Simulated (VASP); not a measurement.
## Ca2TaO4: single point with PBE

Crystal: Ca2TaO4.

```
Ca Ta O
1.0
     2.75704   -5.89973    0.00000
     2.75704    5.89973    0.00000
     0.00000    0.00000    5.84698
Ca Ta O
4 2 8
Direct
  0.64861 0.35139 0.02497
  0.85139 0.14861 0.52497
  0.35139 0.64861 0.97503
  0.14861 0.85139 0.47503
  0.50000 0.50000 0.50000
  0.00000 0.00000 0.00000
  0.22466 0.27534 0.25000
  0.72466 0.77534 0.25000
  0.27534 0.22466 0.75000
  0.77534 0.72466 0.75000
  0.83075 0.16925 0.92043
  0.66925 0.33075 0.42043
  0.16925 0.83075 0.07957
  0.33075 0.66925 0.57957
```

```json
{
 "Program": "VASP 6.6.1",
 "Task": "single point",
 "Functional": "PBE",
 "Potentials or basis": "VASP PAW PBE potentials, release 64 (Ca_sv, Ta_pv, O)",
 "Cutoff": "600 eV",
 "k mesh": "4 × 4 × 4",
 "Occupations": "gaussian, width 0.1 eV",
 "Spin": "collinear spin",
 "Starting moments": "[0.0, 0.0, 0.0, 0.0, 1.0, 1.0, 0.0, 0.0, 0.0, 0.0, 0.0, 0.0, 0.0, 0.0] μB"
}
```

```json
{
  "Pressure": "0.6 GPa",
  "Largest force": "0.066 eV/Å",
  "Net moment": "0.66 μB per cell",
  "Site moments": "Ca +0.01; Ta +0.21; O -0.01, +0.01 (each value once) μB",
  "Valence electrons inside the program's atomic spheres": "Ca 8.16; Ta 8.88; O 5.07, 5.02 (each value once)"
}
```

Forces on the atoms (eV/Å):
```
Ca   0.000  0.052 -0.041
Ca   0.000 -0.052 -0.041
Ca   0.000 -0.052  0.041
Ca   0.000  0.052  0.041
Ta   0.000  0.000  0.000
Ta   0.000  0.000  0.000
O    0.000  0.058  0.000
O    0.000  0.058  0.000
O    0.000 -0.058  0.000
O    0.000 -0.058  0.000
O    0.000 -0.012  0.048
O    0.000  0.012  0.048
O    0.000  0.012 -0.048
O    0.000 -0.012 -0.048
```

Stress tensor (GPa, compression positive):
```
 0.67  0.00  0.00
 0.00 -0.11  0.00
 0.00  0.00  1.38
```

Levels at points of the mesh, in eV from the Fermi level:
Spin up:
```csv
k point,band 52,band 53,band 54,band 55,band 56,band 57,band 58,band 59,band 60,band 61
"(0.00, 0.00, 0.00)",-4.68,-4.63,-4.43,-1.46,-0.48,-0.13,0.42,0.42,1.65,1.81
"(0.50, 0.00, 0.00)",-4.82,-4.65,-4.65,0.28,0.28,0.45,0.45,0.72,0.72,1.97
"(0.50, 0.50, 0.00)",-4.69,-4.68,-4.59,-1.54,-0.22,0.15,1.00,1.24,1.39,1.45
"(0.00, 0.00, 0.50)",-4.79,-4.66,-4.66,-0.08,-0.08,0.45,0.45,0.69,0.69,1.72
"(0.50, 0.00, 0.50)",-4.76,-4.63,-4.63,-0.03,-0.03,0.88,0.88,1.31,1.31,2.25
"(0.50, 0.50, 0.50)",-4.53,-4.51,-4.51,0.43,0.43,0.51,0.51,0.67,0.67,1.95
```
Spin down:
```
           k point  band 52  band 53  band 54  band 55  band 56  band 57
(0.00, 0.00, 0.00)    -4.66    -4.63    -4.40    -1.33    -0.22     0.06
(0.50, 0.00, 0.00)    -4.80    -4.63    -4.63     0.40     0.40     0.70
(0.50, 0.50, 0.00)    -4.68    -4.65    -4.59    -1.41    -0.04     0.43
(0.00, 0.00, 0.50)    -4.76    -4.65    -4.65     0.14     0.14     0.56
(0.50, 0.00, 0.50)    -4.74    -4.61    -4.61     0.23     0.23     1.01
(0.50, 0.50, 0.50)    -4.50    -4.50    -4.50     0.61     0.61     0.62
```

Run time: 4.2 min on 4 MPI ranks on Intel(R) Xeon(R) Platinum 8488C (Sapphire Rapids), with other jobs on the host, peak memory 0.83 GiB a rank.

Caveat: spin-orbit coupling is left out, which moves the levels of the heavy elements.
